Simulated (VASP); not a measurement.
Write the native input for VASP 6.6.1 that does the following.

```yaml
Task: single point
Functional: PBE
Potentials_or_basis: VASP PAW PBE potentials, release 64 (Rh_pv)
Cutoff: 520 eV
k_mesh: 18 × 18 × 18
Occupations: gaussian, width 0.1 eV
Spin: no spin polarisation
Dipole_correction: no
Further_INCAR_settings: ALGO = Normal; EDIFF = 1e-07; NBANDS = 14
```

The structure of Rh lies in POSCAR:

```
Rh
1.0
    0.0000000000      1.8513147180      1.8513147180
    1.8513147180      0.0000000000      1.8513147180
    1.8513147180      1.8513147180      0.0000000000
Rh
1
Direct
    0.0000000000      0.0000000000      0.0000000000
```

This cell differs from its parent crystal: strained.

These files were run (other wordings do the same):

INCAR

```
PREC = Accurate
ENCUT = 520
EDIFF = 1E-7
ISMEAR = 0
SIGMA = 0.1
LREAL = F
LASPH = T
NELM = 100
ALGO = Normal
ISIF = 2
LWAVE = F
LCHARG = F
GGA = PE
NBANDS = 14
```

KPOINTS

```
Automatic mesh
0
Gamma
  18 18 18
```

Potentials or basis: VASP PAW PBE potentials, release 64 (Rh_pv).

Launch:

```console
$ cat potpaw_PBE.64/Rh_pv/POTCAR > POTCAR
$ mpirun -np 1 vasp_std > vasp.out
```

It gave:

```yaml
Pressure: 34.0 GPa
```

Caveat: the cell differs from its parent crystal (strained).

It took 36 s on 1 thread of AMD EPYC 7R43 64-Core Processor (Zen 3), with other jobs on the host, peak memory 0.11 GiB.
